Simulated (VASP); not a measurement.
Set up this calculation in VASP 6.6.1, as the native input.

```yaml
Task: relaxation of cell and atoms
Functional: LDA
Potentials_or_basis: VASP PAW LDA potentials, release 64 (Sc_sv, Ir)
Cutoff: 500 eV
k_mesh: 9 × 9 × 9
Occupations: fermi-dirac, width 0.1 eV
Spin: no spin polarisation
Target_pressure: 6 GPa
Dipole_correction: no
Further_INCAR_settings: ALGO = Normal; EDIFF = 1e-07; IBRION = 2; EDIFFG = -0.02; NSW = 50; ISIF = 3
```

The structure of ScIr lies in POSCAR:

```
ScIr
1.0
    3.2060000000      0.0000000000      0.0000000000
    0.0000000000      3.2060000000      0.0000000000
    0.0000000000      0.0000000000      3.2060000000
Sc Ir
1 1
Direct
    0.5000000000      0.5000000000      0.5000000000
    0.0000000000      0.0000000000      0.0000000000
```

One way to write it, as run:

INCAR

```
SYSTEM = ScIr
ALGO     = Normal         ! electronic algorithm
EDIFF    = 1E-7           ! SCF threshold, eV
EDIFFG   = -0.02          ! ionic threshold
ENCUT    = 500            ! plane-wave cutoff, eV
GGA_COMPAT= .False.      
IBRION   = 2              ! ionic algorithm
ISIF     = 3              ! what is computed and relaxed
ISMEAR   = -1             ! smearing method
LASPH    = .True.         ! aspherical terms in the spheres
LCHARG   = .False.        ! write CHGCAR
LREAL    = .False.        ! projectors in reciprocal space
LWAVE    = .False.        ! write WAVECAR
NELM     = 120            ! most SCF steps
NELMIN   = 4            
NSW      = 50             ! ionic steps
PREC     = Accurate       ! precision mode
PSTRESS  = 60.0         
SIGMA    = 0.1            ! smearing width, eV
```

KPOINTS

```
k-points
0
Gamma
  9 9 9
  0 0 0
```

Potentials or basis: VASP PAW LDA potentials, release 64 (Sc_sv, Ir).

Launch:

```sh
$ cat potpaw_LDA.64/Sc_sv/POTCAR potpaw_LDA.64/Ir/POTCAR > POTCAR
$ mpirun -np 1 vasp_std > vasp.out
```

Results of the run:

```yaml
Relaxed_volume: 15.44 Å³/atom
Relaxed_cell: a = 3.138 Å, b = 3.138 Å, c = 3.138 Å, α = 90.00°, β = 90.00°, γ = 90.00°
Space_group_after_relaxing_to_0.05_Å: Pm-3m (No. 221)
Energy_change_on_relaxing_the_enthalpy_is_what_falls: -4.5 meV/atom
Ionic_steps: 4
Pressure_after_relaxing: 5.9 GPa
Band_gap_on_the_k_mesh: 0.23 eV, indirect (least direct gap 1.36 eV)
```

Caveat: the cell is relaxed towards a set pressure, so the enthalpy falls and the energy may rise; spin-orbit coupling is left out, which moves the levels of the heavy elements.

It took 110 s on 1 thread of Intel Xeon 8259CL, on a shared host, peak memory 0.15 GiB.
